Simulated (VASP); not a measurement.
Input of a VASP 6.6.1 run:

File POSCAR:

```
NaF
1.0
    0.0000000000      2.5312613679      2.5312613679
    2.4059639302      0.0000000000      2.5312613679
    2.4059639302      2.5312613679      0.0000000000
Na F
1 1
Direct
    0.0000000000      0.0000000000      0.0000000000
    0.2500000000      0.2500000000      0.2500000000
```

Contents of INCAR.step1:

```
PREC = Accurate
ENCUT = 520
EDIFF = 1E-5
ISMEAR = 0
SIGMA = 0.01
LREAL = F
LASPH = T
NELM = 100
ALGO = Normal
ISIF = 2
LWAVE = T
LCHARG = F
NBANDS = 14
GGA = PE
```

File INCAR.step2:

```
PREC = Accurate
ENCUT = 520
EDIFF = 1E-6
ISMEAR = 0
SIGMA = 0.01
LREAL = F
LASPH = T
NELM = 100
ALGO = Normal
ISIF = 2
LWAVE = F
LCHARG = F
GGA = PE
LHFCALC = T
HFSCREEN = 0.2079
PRECFOCK = Normal
NBANDS = 14
ISTART = 1
```

File KPOINTS:

```
regular mesh
0
Gamma
  6 6 6
```

Potentials or basis: VASP PAW PBE potentials, release 64 (Na_pv, F).

Command:

```console
$ cat potpaw_PBE.64/Na_pv/POTCAR potpaw_PBE.64/F/POTCAR > POTCAR
$ cp INCAR.step1 INCAR
$ mpirun -np 1 vasp_std > vasp.out
$ cp INCAR.step2 INCAR
$ mpirun -np 1 vasp_std > vasp.out
```

Task: Estimate the band gap on the k mesh.

Result: 7.80 eV.

Task: Estimate the pressure.

Result: 3.1 GPa.

Stress tensor (GPa, compression positive):
```
2.99 0.00 0.00
0.00 3.08 0.00
0.00 0.00 3.08
```

Caveat: the cell differs from its parent crystal (uniaxial x strain -5.0%); the cell stands under pressure; the structure was generated, so it needn't be the stable form of NaF; the PAW data sets were made with another functional, which shifts forces and pressure a little.
